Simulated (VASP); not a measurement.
# ScSi2O3 (P4mm) in VASP: further runs, part 2 of 3

VASP 6.6.1. Earlier steps stand in the parts before.

### Step 3. Single point, PBE

This run uses another cell than the first one, of 13.50 Å³/atom.

INCAR

```
PREC = Accurate
ENCUT = 520
EDIFF = 1E-7
ISMEAR = 0
SIGMA = 0.1
LREAL = False
LASPH = True
NELM = 100
ALGO = Normal
ISIF = 2
LWAVE = False
LCHARG = False
GGA = PE
NBANDS = 28
```

KPOINTS

```
Automatic mesh
0
Gamma
  6 6 4
```

POSCAR

```
ScSi2O3
1.0
    3.2102163596      0.0000000000      0.0000000000
    0.0000000000      3.2102163596      0.0000000000
    0.0000000000      0.0000000000      7.8611924558
Sc Si O
1 2 3
Direct
    0.0000000000      0.0000000000      0.4855743229
    0.5000000000      0.5000000000      0.8641727372
    0.0000000000      0.0000000000      0.1327800604
    0.5000000000      0.0000000000      1.0217734454
    0.0000000000      0.5000000000      1.0217734454
    0.5000000000      0.5000000000      0.4739279887
```

Potentials or basis: VASP PAW PBE potentials, release 64 (Sc_sv, Si, O).

On the command line:

```sh
> cat potpaw_PBE.64/Sc_sv/POTCAR potpaw_PBE.64/Si/POTCAR potpaw_PBE.64/O/POTCAR > POTCAR
> mpirun -np 1 vasp_std > vasp.out
```

OUTCAR:

```text
PREC = Accurate
   ENCUT = 520
   EDIFF = 1E-7
   ISMEAR = 0
   LREAL = False
   LASPH = True
   NELM = 100
   ISIF = 2
   GGA = PE

 ion  position               nearest neighbor table
   1  0.000  0.000  0.486-   6 2.27   6 2.27   6 2.27   6 2.27   3 2.77
   2  0.500  0.500  0.864-   4 2.03   5 2.03   4 2.03   5 2.03   3 3.10   3 3.10   3 3.10   3 3.10

   3  0.000  0.000  0.133-   4 1.83   5 1.83   5 1.83   4 1.83   1 2.77   2 3.10   2 3.10   2 3.10
                             2 3.10
   4  0.500  0.000  0.022-   3 1.83   3 1.83   2 2.03   2 2.03
   5  0.000  0.500  0.022-   3 1.83   3 1.83   2 2.03   2 2.03
   6  0.500  0.500  0.474-   1 2.27   1 2.27   1 2.27   1 2.27

  LATTYP: Found a simple tetragonal cell.
 ALAT       =     3.2102163596
 C/A-ratio  =     2.4488045587

  Lattice vectors:

 A1 = (   3.2102163596,   0.0000000000,   0.0000000000)
 A2 = (   0.0000000000,   3.2102163596,   0.0000000000)
 A3 = (   0.0000000000,   0.0000000000,   7.8611924558)

Analysis of symmetry for initial positions (statically):
=====================================================================
 Subroutine PRICEL returns:
 Original cell was already a primitive cell.
[... 176 lines left out ...]

  energy without entropy =      -41.27056644  energy(sigma->0) =      -41.28138557

 E-fermi :   6.6278     XC(G=0): -10.2966

 val. band max:        6.6217163578   @ k =   0.3333   0.3333   0.5000
 cond. band min:       6.6785535985   @ k =   0.3333   0.0000   0.2500
 fundamental gap:      0.0568372406
 Fermi energy:         6.6278042209

 k-point     1 :       0.0000    0.0000    0.0000
  band No.  band energies     occupation
      1     -44.0353      2.00000
      2     -22.6433      2.00000
      3     -22.5066      2.00000
      4     -22.5066      2.00000
      5     -17.8770      2.00000
      6     -13.2979      2.00000
[... 733 lines left out ...]
     27      11.9057      0.00000
     28      13.1864      0.00000

 [... further k-points ...]
[... 5 lines left out ...]
  --------------------------------------------------------------------------------------
  -------------------------------------------------------------------------------------
  Total        0.1452768      0.1452768      0.0421015      0.0000000      0.0000000     -0.0000000
  in kB        2.8730935      2.8730935      0.8326284      0.0000000      0.0000000     -0.0000000
  external PRESSURE =       2.1929385 kB  Pullay stress =       0.0000000 kB

 VOLUME and BASIS-vectors are now :
 -----------------------------------------------------------------------------
  energy-cutoff  :      520.00
  volume of cell :       81.01
      direct lattice vectors                 reciprocal lattice vectors
     3.210216360  0.000000000  0.000000000     0.311505484  0.000000000  0.000000000
     0.000000000  3.210216360  0.000000000     0.000000000  0.311505484  0.000000000
     0.000000000  0.000000000  7.861192456     0.000000000  0.000000000  0.127207164

 POSITION                                       TOTAL-FORCE (eV/Angst)
 -----------------------------------------------------------------------------------
      0.00000      0.00000      3.81719        -0.000000     -0.000000      0.014346
      1.60511      1.60511      6.79343         0.000000      0.000000      0.016110
      0.00000      0.00000      1.04381        -0.000000     -0.000000      0.003782
      1.60511      0.00000      0.17117         0.000000     -0.000000     -0.016420
      0.00000      1.60511      0.17117         0.000000      0.000000     -0.016420
      1.60511      1.60511      3.72564         0.000000     -0.000000     -0.001398
 -----------------------------------------------------------------------------------
    total drift:                                0.000000     -0.000000      0.000335

  FREE ENERGIE OF THE ION-ELECTRON SYSTEM (eV)
  ---------------------------------------------------
  free  energy   TOTEN  =       -41.2922046984 eV

  energy  without entropy=      -41.2705664370  energy(sigma->0) =      -41.28138557
```

stdout:

```text
POSCAR found type information on POSCAR ScSiO
 POSCAR found :  3 types and       6 ions
 scaLAPACK will be used
 LDA part: xc-table for (Slater+PW92), standard interpolation
 POSCAR, INCAR and KPOINTS ok, starting setup
 FFT: planning ... GRIDC
 FFT: planning ... GRID_SOFT
 FFT: planning ... GRID
 WAVECAR not read
 entering main loop
```

It took 96 s on 1 thread of Intel Xeon 8259CL, shared host; peak memory 0.21 GiB.

Results:

* Free energy: -41.2922 eV
* Pressure: 0.2 GPa
* Largest force: 0.016 eV/Å
* Band gap on the k mesh: zero (an odd number of electrons rules out a gap without spin polarisation)

Forces on the atoms (eV/Å):
```
Sc   0.000  0.000  0.014
Si   0.000  0.000  0.016
Si   0.000  0.000  0.004
O    0.000  0.000 -0.016
O    0.000  0.000 -0.016
O    0.000  0.000 -0.001
```

Stress tensor (GPa, compression positive):
```
0.29 0.00 0.00
0.00 0.29 0.00
0.00 0.00 0.08
```

Caveat: an odd number of electrons without spin polarisation forces a metal; a magnetic or distorted state may lie lower.

### Step 4. Relaxation of cell and atoms, PBE

INCAR

```
SYSTEM = ScSi2O3
PREC = Accurate ; ENCUT = 600
EDIFF = 1E-7 ; ISMEAR = 0
SIGMA = 0.1 ; LREAL = .False.
LASPH = .True. ; NELM = 80
ALGO = Normal ; ISIF = 3
LWAVE = .False. ; LCHARG = .False.
GGA = PE ; IBRION = 2
NSW = 90 ; EDIFFG = -0.04
```

KPOINTS

```
Automatic mesh
0
Gamma
  6 6 4
  0 0 0
```

POSCAR

```
ScSi2O3
1.0
    3.1728226500      0.0000000000      0.0000000000
    0.0000000000      3.1728226500      0.0000000000
    0.0000000000      0.0000000000      6.7467778400
Sc Si O
1 2 3
Direct
    0.0000000000      0.0000000000      0.6217470200
    0.5000000000      0.5000000000      0.7365469900
    0.0000000000      0.0000000000      0.2648670100
    0.5000000000      0.0000000000      0.9998509900
    0.0000000000      0.5000000000      0.9998509900
    0.5000000000      0.5000000000      0.3771390000
```

Potentials or basis: VASP PAW PBE potentials, release 64 (Sc_sv, Si, O).

On the command line:

```sh
> cat potpaw_PBE.64/Sc_sv/POTCAR potpaw_PBE.64/Si/POTCAR potpaw_PBE.64/O/POTCAR > POTCAR
> mpirun -np 1 vasp_std > vasp.out
```

OUTCAR:

```text
SYSTEM = ScSi2O3
   PREC = Accurate
   ENCUT = 600
   EDIFF = 1E-7
   ISMEAR = 0
   LREAL = .False.
   LASPH = .True.
   NELM = 80
   ISIF = 3
   GGA = PE
   IBRION = 2
   NSW = 90
   EDIFFG = -0.04

 ion  position               nearest neighbor table
   1  0.000  0.000  0.622-   2 2.37   2 2.37   2 2.37   2 2.37   3 2.41
   2  0.500  0.500  0.737-   1 2.37   1 2.37   1 2.37   1 2.37   4 2.38   5 2.38   5 2.38   4 2.38
                             6 2.42
   3  0.000  0.000  0.265-   6 2.37   6 2.37   6 2.37   6 2.37   5 2.39   4 2.39   4 2.39   5 2.39
                             1 2.41
   4  0.500  0.000  1.000-   2 2.38   2 2.38   3 2.39   3 2.39
   5  0.000  0.500  1.000-   2 2.38   2 2.38   3 2.39   3 2.39
   6  0.500  0.500  0.377-   3 2.37   3 2.37   3 2.37   3 2.37   2 2.42

  LATTYP: Found a simple tetragonal cell.
 ALAT       =     3.1728226500
 C/A-ratio  =     2.1264276590

  Lattice vectors:

 A1 = (   3.1728226500,   0.0000000000,   0.0000000000)
 A2 = (   0.0000000000,   3.1728226500,   0.0000000000)
 A3 = (   0.0000000000,   0.0000000000,   6.7467778400)

Analysis of symmetry for initial positions (statically):
=====================================================================
 Subroutine PRICEL returns:
 Original cell was already a primitive cell.

 Routine SETGRP: Setting up the symmetry group for a
 simple tetragonal supercell.

 Subroutine GETGRP returns: Found  8 space group operations
 (whereof  8 operations were pure point group operations)
 out of a pool of 16 trial point group operations.

The static configuration has the point symmetry C_4v.

Analysis of symmetry for dynamics (positions and initial velocities):
=====================================================================
 Subroutine PRICEL returns:
 Original cell was already a primitive cell.

 Routine SETGRP: Setting up the symmetry group for a
 simple tetragonal supercell.

 Subroutine GETGRP returns: Found  8 space group operations
[... 150 lines left out ...]

--------------------------------------- Ionic step        1  -------------------------------------------

 number of electron      36.9999996 magnetization

 Free energy of the ion-electron system (eV)
  ---------------------------------------------------
  ext. energy  EPLUGINS =         0.00000000
  ---------------------------------------------------
  free energy    TOTEN  =       -30.38929522 eV

  energy without entropy =      -30.36783612  energy(sigma->0) =      -30.37856567

------------------------ aborting loop because EDIFF is reached ----------------------------------------

  FORCE on cell =-STRESS in cart. coord.  units (eV):
  Direction    XX          YY          ZZ          XY          YZ          ZX
  --------------------------------------------------------------------------------------
  -------------------------------------------------------------------------------------
  Total        9.5630701      9.5630701     -0.8100037      0.0000000      0.0000000      0.0000000
  in kB      225.5900378    225.5900378    -19.1077505      0.0000000      0.0000000      0.0000000
  external PRESSURE =     144.0241084 kB  Pullay stress =       0.0000000 kB
[... 67 lines left out ...]
--------------------------------------- Ionic step        3  -------------------------------------------

 number of electron      36.9999993 magnetization

 E-fermi :   4.1939     XC(G=0):  -9.9299

 val. band max:        4.1730743537   @ k =   0.3333   0.3333   0.2500
 cond. band min:       4.1995210263   @ k =   0.5000   0.1667   0.0000
 fundamental gap:      0.0264466726
 Fermi energy:         4.1939033880

 k-point     1 :       0.0000    0.0000    0.0000
  band No.  band energies     occupation
      1     -46.3315      2.00000
      2     -24.9033      2.00000
      3     -24.9033      2.00000
      4     -24.8637      2.00000
      5     -15.5139      2.00000
      6     -13.4187      2.00000
[... 624 lines left out ...]
  FREE ENERGIE OF THE ION-ELECTRON SYSTEM (eV)
  ---------------------------------------------------
  free  energy   TOTEN  =       -36.0166091792 eV

  energy  without entropy=      -35.9901282975  energy(sigma->0) =      -36.00336874

[... ionic steps 4 to 16 ...]

--------------------------------------- Ionic step       17  -------------------------------------------

 number of electron      36.9999990 magnetization

------------------------ aborting loop because EDIFF is reached ----------------------------------------
[... 75 lines left out ...]
--------------------------------------- Ionic step       19  -------------------------------------------

 number of electron      36.9999993 magnetization

 Free energy of the ion-electron system (eV)
  ---------------------------------------------------
  ext. energy  EPLUGINS =         0.00000000
  ---------------------------------------------------
  free energy    TOTEN  =       -41.27851306 eV

  energy without entropy =      -41.25722755  energy(sigma->0) =      -41.26787031

 E-fermi :   6.6293     XC(G=0): -10.3085

 val. band max:        6.6259362775   @ k =   0.3333   0.3333   0.5000
 cond. band min:       6.6775987132   @ k =   0.3333   0.0000   0.2500
 fundamental gap:      0.0516624357
 Fermi energy:         6.6293186611

 k-point     1 :       0.0000    0.0000    0.0000
  band No.  band energies     occupation
      1     -44.0262      2.00000
      2     -22.6291      2.00000
      3     -22.5009      2.00000
      4     -22.5009      2.00000
      5     -17.8403      2.00000
      6     -13.2766      2.00000
[... 624 lines left out ...]
  FREE ENERGIE OF THE ION-ELECTRON SYSTEM (eV)
  ---------------------------------------------------
  free  energy   TOTEN  =       -41.2785130607 eV

  energy  without entropy=      -41.2572275501  energy(sigma->0) =      -41.26787031

 reached required accuracy - stopping structural energy minimisation
```

Run time: 23 min. Hardware: 1 thread of Intel Xeon 8259CL, shared host; peak memory 0.24 GiB.

Results:

```yaml
Free_energy: -41.2785 eV
Relaxed_volume: 13.48 Å³/atom
Relaxed_cell: a = 3.213 Å, b = 3.213 Å, c = 7.835 Å, α = 90.00°, β = 90.00°, γ = 90.00°
Space_group_after_relaxing_to_0.1_Å: P4mm (No. 99)
Energy_gained_by_relaxing: 1814.9 meV/atom
Ionic_steps: 19
Pressure_after_relaxing: 0.0 GPa
Largest_force_after_relaxing: 0.035 eV/Å
Band_gap_on_the_k_mesh: zero (an odd number of electrons rules out a gap without spin polarisation)
```

Forces in eV/Å, atoms in the order of the input:
```
Sc   0.000  0.000  0.014
Si   0.000  0.000  0.033
Si   0.000  0.000 -0.007
O    0.000  0.000 -0.035
O    0.000  0.000 -0.035
O    0.000  0.000  0.029
```

Step by step:
```
step  energy change (eV)  largest force (eV/Å)  pressure (GPa)  volume (Å³)
   1              0.0000                6.0775           14.40        67.92
   2             -3.8020                5.6564          -11.87        78.25
   3             -5.6273                2.5914          -22.35        92.63
   4             -5.6528                3.5341          -21.81        89.14
   5             -7.4779                3.0371          -12.28        81.33
   6             -7.5446                3.0165           -8.89        79.66
   7             -8.6818                2.2752           -1.16        73.86
   8             -9.3353                2.3746           14.56        67.36
   9            -10.0080                0.7852           11.57        68.46
  10            -10.1172                2.7620           10.22        69.11
  11            -10.4102                1.7181            3.48        72.79
  12            -10.5216                1.4972           -2.36        77.18
  13            -10.6783                1.1814           -0.84        77.78
  14            -10.7390                1.0675            0.89        78.42
  15            -10.8353                0.5401            0.27        79.37
  16            -10.8644                0.4930           -0.32        80.25
  17            -10.8859                0.2488            0.46        80.29
  18            -10.8868                0.1856            0.68        80.30
  19            -10.8892                0.0348            0.01        80.86
```

Final structure:
```xyz
6
Lattice="3.2125 0.0000 0.0000 0.0000 3.2125 0.0000 0.0000 0.0000 7.8348" Properties=species:S:1:pos:R:3 pbc="T T T"
Sc    0.0000    0.0000    3.8067
Si    1.6063    1.6063    6.7675
Si    0.0000    0.0000    1.0433
O     1.6063    0.0000    0.1735
O     0.0000    1.6063    0.1735
O     1.6063    1.6063    3.7052
```

Levels at points of the mesh, in eV from the Fermi level:
```csv
k point,band 15,band 16,band 17,band 18,band 19,band 20,band 21,band 22
"(0.00, 0.00, 0.00)",-4.47,-3.69,-3.69,-1.58,-0.60,1.01,1.63,1.63
"(0.50, 0.00, 0.00)",-5.02,-4.72,-3.04,-3.02,-0.52,1.44,1.95,2.26
"(0.50, 0.50, 0.00)",-4.03,-2.91,-2.81,-2.42,-0.04,-0.04,0.95,0.95
"(0.00, 0.00, 0.50)",-3.69,-3.69,-3.51,-3.14,-0.60,1.03,1.72,1.72
"(0.50, 0.00, 0.50)",-5.02,-5.00,-2.89,-2.61,-0.97,1.42,1.96,2.27
"(0.50, 0.50, 0.50)",-3.90,-2.91,-2.89,-2.68,-0.58,-0.58,2.02,2.02
```

Caveat: the volume moved by over 15 % at a fixed basis, so the end points are rough; an odd number of electrons without spin polarisation forces a metal; a magnetic or distorted state may lie lower.

(Part 2 of 3 ends here.)
